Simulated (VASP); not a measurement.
A run of VASP 6.6.1:

File INCAR:

```
SYSTEM = Bi
PREC = Accurate
ENCUT = 520
EDIFF = 1E-6
ISMEAR = 0
SIGMA = 0.1
LREAL = .FALSE.
LASPH = .TRUE.
NELM = 100
ALGO = Normal
ISIF = 2
LWAVE = .FALSE.
LCHARG = .FALSE.
GGA = PE
NBANDS = 14
```

KPOINTS

```
Automatic mesh
0
G
  16 16 16
  0 0 0
```

Contents of POSCAR:

```
Bi
1.0
   -4.2935002977      4.2935002977      1.3997496514
    4.2935002977     -4.2935002977      1.3997496514
    4.2935002977      4.2935002977     -1.3997496514
Bi
1
Direct
    0.0000000000      0.0000000000      0.0000000000
```

Potentials or basis: VASP PAW PBE potentials, release 64 (Bi_d).

The run is started by

```bash
$ cat potpaw_PBE.64/Bi_d/POTCAR > POTCAR
$ mpirun -np 1 vasp_std > vasp.out
```

Hardware: 1 thread of AMD EPYC 7R43 64-Core Processor (Zen 3), on a shared host.

How long does it take, and how much memory?

Run time: 17 min on 1 thread of AMD EPYC 7R43 64-Core Processor (Zen 3), on a shared host, peak memory 0.61 GiB. Counts: scf iterations 12, k points 349.
